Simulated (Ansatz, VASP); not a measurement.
## Two plane-wave programs on LiF

```
CELL_PARAMETERS angstrom
3.12591 0.00000 0.00000
-1.56296 2.70712 0.00000
0.00000 0.00000 4.90188
ATOMIC_POSITIONS crystal
Li 0.33333 0.66667 0.40147
Li 0.66667 0.33333 0.90147
F 0.33333 0.66667 0.99393
F 0.66667 0.33333 0.49393
```

Alike in both runs: task single point; functional PBE; k mesh 9 × 9 × 6; occupations gaussian, width 0.05 eV; no spin polarisation.

|  | VASP | Ansatz |
| --- | --- | --- |
| version | VASP 6.6.1 | Ansatz 0.2.0 |
| potentials or method | VASP PAW PBE potentials, release 64 (Li_sv, F), cutoff 520 eV | scalar-relativistic, plane waves, PAW |
| valence electrons in the cell | 20 | 20 |

Ansatz gave:

* gap on the k mesh at the Fermi level (eV): 7.50
* least direct gap on the mesh (eV): 7.50
* rms of the force components (eV/Å): 0.110

Estimate VASP's values.

gap on the k mesh at the Fermi level (eV): 7.49; least direct gap on the mesh (eV): 7.49; rms of the force components (eV/Å): 0.114.

Atom by atom the forces differ by 0.004 eV/Å (rms over components).

Noted on VASP's run: the cutoff is under 1.25 times that of the potentials, so the pressure is a little rough.
